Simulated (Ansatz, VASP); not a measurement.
**CdTe in VASP and in Ansatz**

```xyz
2
Lattice="0.0000 3.2800 3.2800 3.2800 0.0000 3.2800 3.2800 3.2800 0.0000" Properties=species:S:1:pos:R:3 pbc="T T T"
Cd    0.0000    0.0000    0.0000
Te    1.6400    1.6400    1.6400
```

Alike in both runs: task single point; functional r2SCAN; k mesh 6 × 6 × 6; no spin polarisation.

|  | VASP | Ansatz |
| --- | --- | --- |
| version | VASP 6.6.1 | Ansatz 0.2.0 |
| potentials or method | VASP PAW PBE potentials, release 64 (Cd, Te) | plane waves, PAW |
| plane-wave cutoff (eV) | 520 | 500 |
| occupations | gaussian, width 0.01 eV | fixed |
| valence electrons in the cell | 18 | 36 |

VASP gave:

```
gap on the k mesh at the Fermi level (eV) : 1.15
pressure (GPa)                            : 0.1
```

Which values does Ansatz return?

gap on the k mesh at the Fermi level (eV): 1.16; pressure (GPa): 0.0.

VASP's potentials were made for PBE, not for r2SCAN. VASP's potentials hold 18 valence electrons a cell and Ansatz's 36, so a difference there can come from the potentials and not from the codes.

Neither program's run includes spin-orbit coupling.
